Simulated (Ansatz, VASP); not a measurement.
# ZrB in VASP and in Ansatz

File POSCAR:

```
ZrB
1.0
    0.0000000000      2.4879981159      2.4879981159
    2.4879981159      0.0000000000      2.4879981159
    2.4879981159      2.4879981159      0.0000000000
Zr B
1 1
Direct
    0.5000000000      0.5000000000      0.5000000000
    0.0000000000      0.0000000000      0.0000000000
```

Contents of INCAR.step1:

```
ALGO = Normal ; EDIFF = 1E-4
ENCUT = 520 ; GGA = PE
ISMEAR = 0 ; LASPH = True
LCHARG = False ; LREAL = False
LWAVE = True ; NBANDS = 14
NELM = 80 ; PREC = Accurate
SIGMA = 0.05
```

INCAR.step2

```
ALGO = Normal ; EDIFF = 1E-6
ENCUT = 520 ; ISIF = 2
ISMEAR = 0 ; ISTART = 1
LASPH = True ; LCHARG = False
LMIXTAU = True ; LREAL = False
LWAVE = False ; METAGGA = R2SCAN
NBANDS = 14 ; NELM = 80
PREC = Accurate ; SIGMA = 0.05
```

File KPOINTS:

```
k-points
0
Gamma
  12 12 12
```

Input for Ansatz:

```yaml
crystal:
  lattice:
    - [0.0, 2.4879981159, 2.4879981159]
    - [2.4879981159, 0.0, 2.4879981159]
    - [2.4879981159, 2.4879981159, 0.0]
  atoms:
    - { symbol: Zr, position: [0.5, 0.5, 0.5] }
    - { symbol: B, position: [0.0, 0.0, 0.0] }
basis:
  ecutwfc: 500
  ecutrho_ratio: 4
kpoints:
  mp_grid: { grid: [12, 12, 12] }
hamiltonian:
  xc: r2scan
scf:
  occupations: { method: gaussian, width: 0.05 }
output:
  forces: true
  stress: true
  eigenvalues: true
  write_density: true
  write_potential: true
  elf: true
  volumetric_format: npy
```

Alike in both runs: task single point; functional r2SCAN; k mesh 12 × 12 × 12; occupations gaussian, width 0.05 eV; no spin polarisation.

```csv
,VASP,Ansatz
version,VASP 6.6.1,Ansatz 0.2.0
potentials or method,"VASP PAW PBE potentials, release 64 (Zr_sv, B), cutoff 520 eV","scalar-relativistic, plane waves, PAW"
valence electrons in the cell,15,15
```

|  | VASP | Ansatz | Ansatz less VASP |
| --- | --- | --- | --- |
| gap on the k mesh at the Fermi level (eV) | none | none | - |
| pressure (GPa) | -5.9 | -5.9 | -0.03 |

VASP's potentials were made for PBE, not for r2SCAN. A gap of «none» marks a metal or a gap that the smearing closes.
